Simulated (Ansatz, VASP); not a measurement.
# Two plane-wave programs on Fe3SnSb

```xyz
5
Lattice="4.2929 0.0000 0.0000 -2.1464 3.7177 0.0000 0.0000 0.0000 5.5055" Properties=species:S:1:pos:R:3 pbc="T T T"
Sb    0.0000    2.4785    4.5172
Sn    0.0000    0.0000    0.9837
Fe    2.1464    1.2392    2.7393
Fe    0.0000    2.4785    1.8822
Fe    0.0000    0.0000    3.6415
```

Alike in both runs: task single point; functional PBE; k mesh 7 × 7 × 5; occupations fermi-dirac, width 0.05 eV; collinear spin.

|  | VASP | Ansatz |
| --- | --- | --- |
| version | VASP 6.6.1 | Ansatz 0.2.0 |
| potentials or method | VASP PAW PBE potentials, release 64 (Sb, Sn_d, Fe) | Ansatz PAW |
| plane-wave cutoff (eV) | 520 | 420 |
| valence electrons in the cell | 43 | 77 |

|  | VASP | Ansatz | Ansatz less VASP |
| --- | --- | --- | --- |
| gap on the k mesh at the Fermi level (eV) | none | none | - |
| pressure (GPa) | -5.1 | -5.1 | +0.04 |
| traceless stress, the component that is largest in VASP (GPa) | 0.48 | 0.59 | +0.110 |
| rms of the force components (eV/Å) | 0.085 | 0.080 | -0.0048 |
| net moment per atom (μB) | 1.23 | 1.23 | -0.001 |
| size of the moment on the site where the two differ most (μB) | 0.10 | 0.06 | -0.047 |

Site moments also hang on the region over which each program counts them. Atom by atom the forces differ by 0.006 eV/Å (rms over components). A gap of «none» marks a metal or a gap that the smearing closes. VASP's potentials hold 43 valence electrons a cell and Ansatz's 77, so a difference there can come from the potentials and not from the codes.

Spin-orbit coupling is off throughout.
